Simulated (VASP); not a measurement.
CoO: electric field gradients with PBE

CoO:

```
Co O
1.0
     0.00000    2.13150    2.11018
     2.13150    0.00000    2.11018
     2.13150    2.13150    0.00000
Co O
1 1
Direct
  0.00000 0.00000 0.00000
  0.50000 0.50000 0.50000
```

This cell differs from its parent crystal: zz strain of -1 %.

```yaml
Program: VASP 6.6.1
Task: electric field gradients
Functional: PBE
Potentials_or_basis: VASP PAW PBE potentials, release 64 (Co, O)
Cutoff: 520 eV
k_mesh: 16 × 16 × 16
Occupations: fermi-dirac, width 0.05 eV
Spin: collinear spin, ferromagnetic start
Starting_moments: "[2.0, 0.0] μB"
Dipole_correction: no
Further_INCAR_settings: ALGO = Normal; EDIFF = 1e-08; NBANDS = 18
```

- Pressure: -0.7 GPa
- Net moment: 2.88 μB per cell
- Site moments: Co +2.54; O +0.29 μB
- Largest electric field gradient by atom: Co +6.4; O +1.7 V/Å²
- Valence electrons inside the program's atomic spheres: Co 7.81; O 4.98

Stress tensor (GPa, compression positive):
```
-0.75  0.00  0.00
 0.00 -0.75  0.00
 0.00  0.00 -0.66
```

Levels at points of the mesh, in eV from the Fermi level:
Spin up:
```csv
k point,band 6,band 7,band 8,band 9,band 10,band 11,band 12,band 13
"(0.00, 0.00, 0.00)",-3.13,-3.09,-3.09,-2.99,1.05,16.89,18.19,18.19
"(0.50, 0.00, 0.00)",-2.31,-1.77,0.10,0.17,5.10,9.42,13.39,13.62
"(0.50, 0.50, 0.00)",-2.88,-2.39,-2.06,-2.06,5.94,9.96,11.66,15.77
"(0.50, 0.00, 0.50)",-2.91,-2.38,-2.06,-2.00,5.93,9.83,11.77,15.81
```
Spin down:
| k point | band 4 | band 5 | band 6 | band 7 | band 8 | band 9 |
| --- | --- | --- | --- | --- | --- | --- |
| (0.00, 0.00, 0.00) | -2.58 | -1.12 | -1.12 | -1.09 | 0.04 | 0.07 |
| (0.50, 0.00, 0.00) | -4.66 | -0.15 | -0.11 | 0.18 | 2.70 | 2.74 |
| (0.50, 0.50, 0.00) | -3.88 | -2.25 | 0.13 | 0.13 | 0.57 | 0.99 |
| (0.50, 0.00, 0.50) | -3.80 | -2.24 | 0.11 | 0.14 | 0.52 | 1.01 |

Electric field gradients, principal values (V/Å²):
```
atom   least  middle  greatest (by size)
1 Co  -3.180  -3.182               6.362
 2 O  -0.873  -0.876               1.749
```

It took 2.2 min on 1 thread of Intel(R) Xeon(R) Platinum 8488C (Sapphire Rapids), on a shared host, peak memory 0.3 GiB.

Caveat: the cell differs from its parent crystal (zz strain of -1 %); without QUAD_EFG the Cq values of the log hold for a quadrupole moment of 1 mb, not for the nuclei; a cell with one magnetic atom can't hold antiferromagnetic order, which such compounds often take; semilocal functionals often make such compounds metallic where correlation or magnetic order opens a gap, which also shifts bond lengths.
